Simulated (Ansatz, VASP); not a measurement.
Ir3Ru2: VASP beside Ansatz

```
CELL_PARAMETERS angstrom
2.70372 0.00000 0.00000
-1.35186 2.34149 0.00000
0.00000 0.00000 21.92140
ATOMIC_POSITIONS crystal
Ru 0.66667 0.33333 0.80000
Ru 0.66667 0.33333 0.20000
Ru 0.66667 0.33333 0.40000
Ru 0.66667 0.33333 0.60000
Ir 0.66667 0.33333 0.00000
Ir 0.33333 0.66667 0.70000
Ir 0.33333 0.66667 0.90000
Ir 0.33333 0.66667 0.10000
Ir 0.33333 0.66667 0.30000
Ir 0.33333 0.66667 0.50000
```

Alike in both runs: task single point; functional PBE; k mesh 6 × 6 × 1; occupations gaussian, width 0.1 eV; no spin polarisation.

```csv
,VASP,Ansatz
version,VASP 6.6.1,Ansatz 0.2.0
potentials or method,"VASP PAW PBE potentials, release 64 (Ru_pv, Ir), cutoff 520 eV","scalar-relativistic, plane waves, PAW"
valence electrons in the cell,110,166
```

```tsv
	VASP	Ansatz	Ansatz less VASP
gap on the k mesh at the Fermi level (eV)	none	none	-
pressure (GPa)	10.1	9.8	-0.37
traceless stress, the component that is largest in VASP (GPa)	-7.70	-7.72	-0.017
rms of the force components (eV/Å)	0.193	0.186	-0.0074
```

Atom by atom the forces differ by 0.007 eV/Å (rms over components). A gap of «none» marks a metal or a gap that the smearing closes. VASP's potentials hold 110 valence electrons a cell and Ansatz's 166, so a difference there can come from the potentials and not from the codes.

The k mesh is coarse, so the values compare programs but aren't converged. Neither program's run includes spin-orbit coupling.
